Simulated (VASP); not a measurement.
# Al2Cu (I4/mcm) in VASP: further runs

Al2Cu is run at these levels: PBE, r2SCAN; tasks: single point.

Everything below comes from runs of VASP 6.6.1. Logs are shortened: lines on timing, memory, paths and dates and some standing lists are left out, and cuts for length are marked.

## (1) The cell of the first run

The structure is tetragonal, space group I4/mcm (No. 140). The conventional cell has a = 6.075 Å, b = 6.075 Å, c = 4.846 Å, α = 90.00°, β = 90.00°, γ = 90.00°. Within 3.4 Å of Al (site symmetry m2m) lie 4 Cu at 2.59 Å and 11 Al at 2.71 to 3.24 Å. Cu (site symmetry 422) has 2 Cu at 2.42 Å and 8 Al at 2.59 Å within 3.2 Å.

## (2) Single point, PBE

Contents of INCAR:

```
SYSTEM = Al2Cu
  ALGO = Normal
  EDIFF = 1E-6
  ENCUT = 520
  GGA = PE
  ISIF = 2
  ISMEAR = -1
  LASPH = .TRUE.
  LCHARG = .TRUE.
  LELF = .TRUE.
  LREAL = .FALSE.
  LVHAR = .TRUE.
  LWAVE = .FALSE.
  NBANDS = 26
  NELM = 100
  PREC = Accurate
  SIGMA = 0.1
```

Contents of KPOINTS:

```
k-points
0
G
  8 8 8
  0 0 0
```

Contents of POSCAR:

```
Al2Cu
1.0
   -3.0377322771      3.0377322771      2.4230069030
    3.0377322771     -3.0377322771      2.4230069030
    3.0377322771      3.0377322771     -2.4230069030
Al Cu
4 2
Direct
    0.6579503240      0.1579503240      0.8159006479
    0.1579503240      0.3420496760      0.5000000000
    0.3420496760      0.8420496760      0.1840993521
    0.8420496760      0.6579503240      0.5000000000
    0.2500000000      0.2500000000      0.0000000000
    0.7500000000      0.7500000000      0.0000000000
```

Potentials or basis: VASP PAW PBE potentials, release 64 (Al, Cu).

The run is started by

```console
> cat potpaw_PBE.64/Al/POTCAR potpaw_PBE.64/Cu/POTCAR > POTCAR
> mpirun -np 1 vasp_std > vasp.out
```

OUTCAR:

```text
SYSTEM = Al2Cu
   EDIFF = 1E-6
   ENCUT = 520
   GGA = PE
   ISIF = 2
   ISMEAR = -1
   LASPH = .TRUE.
   LREAL = .FALSE.
   NELM = 100
   PREC = Accurate

 ion  position               nearest neighbor table
   1  0.658  0.158  0.816-   5 2.59   6 2.59   5 2.59   6 2.59   3 2.71   3 2.89   3 2.89   4 3.09
                             2 3.09   2 3.09   4 3.09   4 3.24   2 3.24   2 3.24   4 3.24
   2  0.158  0.342  0.500-   6 2.59   5 2.59   5 2.59   6 2.59   4 2.71   4 2.89   4 2.89   3 3.09
                             1 3.09   1 3.09   3 3.09   1 3.24   3 3.24   1 3.24   3 3.24
   3  0.342  0.842  0.184-   5 2.59   6 2.59   5 2.59   6 2.59   1 2.71   1 2.89   1 2.89   2 3.09
                             4 3.09   4 3.09   2 3.09   4 3.24   2 3.24   4 3.24   2 3.24
   4  0.842  0.658  0.500-   5 2.59   6 2.59   6 2.59   5 2.59   2 2.71   2 2.89   2 2.89   3 3.09
                             1 3.09   1 3.09   3 3.09   1 3.24   3 3.24   3 3.24   1 3.24
   5  0.250  0.250  0.000-   6 2.42   6 2.42   4 2.59   2 2.59   4 2.59   2 2.59   1 2.59   3 2.59
                             3 2.59   1 2.59
   6  0.750  0.750  0.000-   5 2.42   5 2.42   2 2.59   4 2.59   2 2.59   4 2.59   3 2.59   1 2.59
                             1 2.59   3 2.59

  LATTYP: Found a body centered tetragonal cell.
 ALAT       =     6.0754645542
 C/A-ratio  =     0.7976367507

  Lattice vectors:

 A1 = (  -3.0377322771,   3.0377322771,   2.4230069030)
 A2 = (   3.0377322771,  -3.0377322771,   2.4230069030)
 A3 = (   3.0377322771,   3.0377322771,  -2.4230069030)

Analysis of symmetry for initial positions (statically):
=====================================================================
 Subroutine PRICEL returns:
 Original cell was already a primitive cell.

 Routine SETGRP: Setting up the symmetry group for a
 body centered tetragonal supercell.

 Subroutine GETGRP returns: Found 16 space group operations
 (whereof  8 operations were pure point group operations)
 out of a pool of 16 trial point group operations.

The static configuration has the point symmetry C_4h.
 The point group associated with its full space group is D_4h.

Analysis of symmetry for dynamics (positions and initial velocities):
=====================================================================
 Subroutine PRICEL returns:
 Original cell was already a primitive cell.

 Routine SETGRP: Setting up the symmetry group for a
 body centered tetragonal supercell.

 Subroutine GETGRP returns: Found 16 space group operations
 (whereof  8 operations were pure point group operations)
 out of a pool of 16 trial point group operations.

The dynamic configuration has the point symmetry C_4h.
 The point group associated with its full space group is D_4h.

[... 107 lines left out ...]
   LREAL  =      F    real-space projection
   EDIFFG = 0.1E-04   stopping-criterion for IOM
   NSW    =      0    number of steps for IOM
   IBRION =     -1    ionic relax: 0-MD 1-quasi-New 2-CG
   NFREE  =      0    steps in history (QN), initial steepest desc. (CG)
   ISIF   =      2    stress and relaxation
   ISYM   =      2    0-nonsym 1-usesym 2-fastsym
   POTIM  = 0.5000    time-step for ionic-motion
   TEBEG  =    0.0;   TEEND  =   0.0 temperature during run
   PSTRESS=    0.0 pullay stress
   NELECT =      34.0000    total number of electrons
   NUPDOWN=      -1.0000    fix difference up-down
   EMIN   =  10.00;   EMAX   =-10.00  energy-range for DOS
   EFERMI =   0.00;   METHOD = LEGACY
   ISMEAR =    -1;   SIGMA  =   0.10  broadening in eV -4-tet -1-fermi 0-gaus
   EFERMI_NEDOS =   21; number of points for ismear=-14 and -15
   IALGO  =     38    algorithm
   IMIX   =      4    mixing-type and parameters
     AMIX     =   0.40;   BMIX     =  1.00
     AMIX_MAG =   1.60;   BMIX_MAG =  1.00
  volume/ion in A,a.u.               =      14.91       100.59
  Fermi-wavevector in a.u.,A,eV,Ry     =   1.185941  2.241104 19.136012  1.406457
  Thomas-Fermi vector in A             =   2.322125
   LORBIT       =      0    0 simple, 1 ext, 2 COOP (PROOUT), +10 PAW based schemes
   GGA     = PE    functional components
   LHFCALC =     F    Hartree Fock is set to
   AEXX    =    0.0000 exact exchange contribution
   IVDW    =     0    specifies the selected vdW correction
   LEPSILON=     F    determine dielectric tensor
   LRPA    =     F    only Hartree local field effects (RPA)
 non-spin polarized calculation
  energy-cutoff  :      520.00
  volume of cell :       89.44
 maximum number of plane-waves:      2423
 NGX is ok and might be reduce to    40
   NGX = 19   NGY = 19   NGZ = 19

 number of electron      33.9999984 magnetization

 Free energy of the ion-electron system (eV)
  ---------------------------------------------------
  ext. energy  EPLUGINS =         0.00000000
  ---------------------------------------------------
  free energy    TOTEN  =       -23.39690236 eV

  energy without entropy =      -23.32766748  energy(sigma->0) =      -23.36228492

 E-fermi :   7.9635     XC(G=0): -10.8561

 val. band max:        7.9354981223   @ k =  -0.3750   0.5000   0.2500
 cond. band min:       7.9693477159   @ k =   0.3750   0.2500   0.0000
 fundamental gap:      0.0338495936
 Fermi energy:         7.9635382539

 k-point     1 :       0.0000    0.0000    0.0000
  band No.  band energies     occupation
      1      -2.7728      2.00000
      2       2.6649      2.00000
      3       2.8833      2.00000
      4       2.8873      2.00000
      5       2.8873      2.00000
      6       3.7871      2.00000
[... 685 lines left out ...]
     25      14.1542      0.00000
     26      14.1542      0.00000

 [... further k-points ...]
[... 5 lines left out ...]
  --------------------------------------------------------------------------------------
  -------------------------------------------------------------------------------------
  Total        0.1099447      0.1099447      0.1295784      0.0000000     -0.0000000      0.0000000
  in kB        1.9695683      1.9695683      2.3212909      0.0000000     -0.0000000      0.0000000
  external PRESSURE =       2.0868092 kB  Pullay stress =       0.0000000 kB

 VOLUME and BASIS-vectors are now :
 -----------------------------------------------------------------------------
  energy-cutoff  :      520.00
  volume of cell :       89.44
      direct lattice vectors                 reciprocal lattice vectors
    -3.037732277  3.037732277  2.423006903     0.000000000  0.164596467  0.206355169
     3.037732277 -3.037732277  2.423006903     0.164596467  0.000000000  0.206355169
     3.037732277  3.037732277 -2.423006903     0.164596467  0.164596467  0.000000000

 POSITION                                       TOTAL-FORCE (eV/Angst)
 -----------------------------------------------------------------------------------
      0.95962      3.99735      0.00000        -0.004759     -0.004759      0.000000
      2.07811      0.95962      0.00000         0.004759     -0.004759     -0.000000
      2.07811     -0.95962      2.42301         0.004759      0.004759      0.000000
      0.95962      2.07811      2.42301        -0.004759      0.004759     -0.000000
      0.00000      0.00000      1.21150         0.000000      0.000000     -0.000000
      0.00000      0.00000      3.63451         0.000000     -0.000000     -0.000000
 -----------------------------------------------------------------------------------
    total drift:                               -0.000000     -0.000000      0.000000

  FREE ENERGIE OF THE ION-ELECTRON SYSTEM (eV)
  ---------------------------------------------------
  free  energy   TOTEN  =       -23.3969023626 eV

  energy  without entropy=      -23.3276674840  energy(sigma->0) =      -23.36228492
```

OSZICAR:

```text
N       E                     dE             d eps       ncg     rms          rms(c)
DAV:   1     0.185637334118E+03    0.18564E+03   -0.13602E+04  3068   0.145E+03
DAV:   2    -0.163607868123E+02   -0.20200E+03   -0.18967E+03  3076   0.286E+02
DAV:   3    -0.277650048923E+02   -0.11404E+02   -0.10724E+02  4040   0.878E+01
DAV:   4    -0.280972492727E+02   -0.33224E+00   -0.33045E+00  4642   0.127E+01
DAV:   5    -0.281016634306E+02   -0.44142E-02   -0.44133E-02  4376   0.149E+00    0.215E+01
DAV:   6    -0.338928771813E+02   -0.57912E+01   -0.10756E+02  3718   0.278E+02    0.184E+01
DAV:   7    -0.239663647476E+02    0.99265E+01   -0.29620E+01  3802   0.108E+02    0.475E+00
DAV:   8    -0.234142612343E+02    0.55210E+00   -0.29187E+00  4840   0.360E+01    0.104E+00
DAV:   9    -0.233977117511E+02    0.16549E-01   -0.21070E-01  4408   0.291E+00    0.335E-01
DAV:  10    -0.234021335657E+02   -0.44218E-02   -0.14339E-02  5154   0.248E+00    0.599E-01
DAV:  11    -0.233993464066E+02    0.27872E-02   -0.22222E-03  4846   0.108E+00    0.368E-01
DAV:  12    -0.233968601601E+02    0.24862E-02   -0.89542E-03  4600   0.251E+00    0.468E-02
DAV:  13    -0.233969087517E+02   -0.48592E-04   -0.70105E-04  4572   0.238E-01    0.330E-02
DAV:  14    -0.233969071323E+02    0.16194E-05   -0.74077E-06  3970   0.218E-02    0.171E-02
DAV:  15    -0.233969024960E+02    0.46363E-05   -0.18048E-05  4346   0.119E-01    0.665E-03
DAV:  16    -0.233969023626E+02    0.13335E-06   -0.11298E-06  1826   0.272E-02
   1 F= -.23396902E+02 E0= -.23362285E+02  d E =-.692349E-01
```

It took 4.5 min on 1 thread of Intel Xeon Platinum 8259CL at 2.50GHz (Skylake/Cascade Lake), shared host; peak memory 0.29 GiB.

Results:

- Free energy: -23.3969 eV
- Pressure: 0.2 GPa
- Largest force: 0.007 eV/Å
- Band gap on the k mesh: zero (bands 17 and 18 overlap by 4.33 eV)

Forces on the atoms (eV/Å):
```
Al  -0.005 -0.005  0.000
Al   0.005 -0.005  0.000
Al   0.005  0.005  0.000
Al  -0.005  0.005  0.000
Cu   0.000  0.000  0.000
Cu   0.000  0.000  0.000
```

Levels at points of the mesh, in eV from the Fermi level:
| k point | band 14 | band 15 | band 16 | band 17 | band 18 | band 19 | band 20 | band 21 |
| --- | --- | --- | --- | --- | --- | --- | --- | --- |
| (0.00, 0.00, 0.00) | -2.03 | -1.25 | -1.14 | -1.14 | -0.84 | -0.35 | 0.04 | 1.48 |
| (0.50, 0.00, 0.00) | -3.08 | -2.59 | -2.59 | 0.20 | 0.20 | 3.97 | 3.97 | 4.26 |
| (0.50, 0.50, 0.00) | -2.72 | -1.46 | -1.32 | -0.98 | -0.62 | 0.71 | 1.19 | 4.61 |
| (0.50, 0.50, 0.50) | -3.18 | -3.18 | -1.79 | 2.58 | 2.98 | 2.98 | 3.32 | 4.04 |

(Continued in part 2 of 2.)
